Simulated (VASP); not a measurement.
CuO: single point with LDA

The system is CuO.

```
CELL_PARAMETERS angstrom
2.34185 -1.71130 0.00000
2.34185 1.71130 0.00000
-0.85003 0.00000 5.05787
ATOMIC_POSITIONS crystal
Cu 0.00000 0.50000 0.00000
Cu 0.50000 0.00000 0.50000
O 0.58160 0.41840 0.25000
O 0.41840 0.58160 0.75000
```

| Quantity | Value |
| --- | --- |
| Program | VASP 6.6.1 |
| Task | single point |
| Functional | LDA |
| Potentials or basis | VASP PAW LDA potentials, release 64 (Cu, O) |
| Cutoff | 520 eV |
| k mesh | 10 × 10 × 6 |
| Occupations | fermi-dirac, width 0.1 eV |
| Spin | no spin polarisation |
| Dipole correction | no |
| Further INCAR settings | ALGO = Normal; EDIFF = 1e-06; NBANDS = 25 |

```yaml
Pressure: -8.7 GPa
Largest_force: 0.426 eV/Å
Band_gap_on_the_k_mesh: zero (bands 17 and 18 overlap by 0.72 eV)
```

Forces in eV/Å, atoms in the order of the input:
```
Cu   0.000  0.000  0.000
Cu   0.000  0.000  0.000
O    0.000  0.426  0.000
O    0.000 -0.426  0.000
```

Stress tensor (GPa, compression positive):
```
 -9.59   0.00   0.36
  0.00  -5.12   0.00
  0.36   0.00 -11.27
```

Levels at points of the mesh, in eV from the Fermi level:
```
           k point  band 13  band 14  band 15  band 16  band 17  band 18  band 19  band 20  band 21  band 22
(0.00, 0.00, 0.00)    -2.41    -2.23    -2.17    -1.65     0.23     0.94     1.75     5.98     8.09    13.21
(0.50, 0.00, 0.00)    -2.04    -1.60    -1.49    -1.42    -0.01     0.25     4.76     6.26     6.90    11.01
(0.50, 0.50, 0.00)    -2.15    -2.15    -1.70    -1.22    -0.65     1.06     3.27     6.98     8.42     9.93
(0.00, 0.00, 0.50)    -2.21    -2.21    -1.50    -1.50     0.23     0.23     3.94     3.94    11.57    11.57
(0.50, 0.00, 0.50)    -2.20    -2.15    -1.75    -1.60    -0.09     0.75     5.05     6.47     7.97     8.51
(0.50, 0.50, 0.50)    -1.65    -1.65    -1.30    -1.30    -0.44    -0.44     5.13     5.13     8.92     8.92
```

Run time: 2.8 min on 1 thread of Intel Xeon 8259CL, on a shared host, peak memory 0.26 GiB.

Caveat: the cell stands under tension; semilocal functionals often make such compounds metallic where correlation or magnetic order opens a gap, which also shifts bond lengths. With open d or f shells a metallic result of LDA can be an artefact of self-interaction; +U or a hybrid may open a gap.
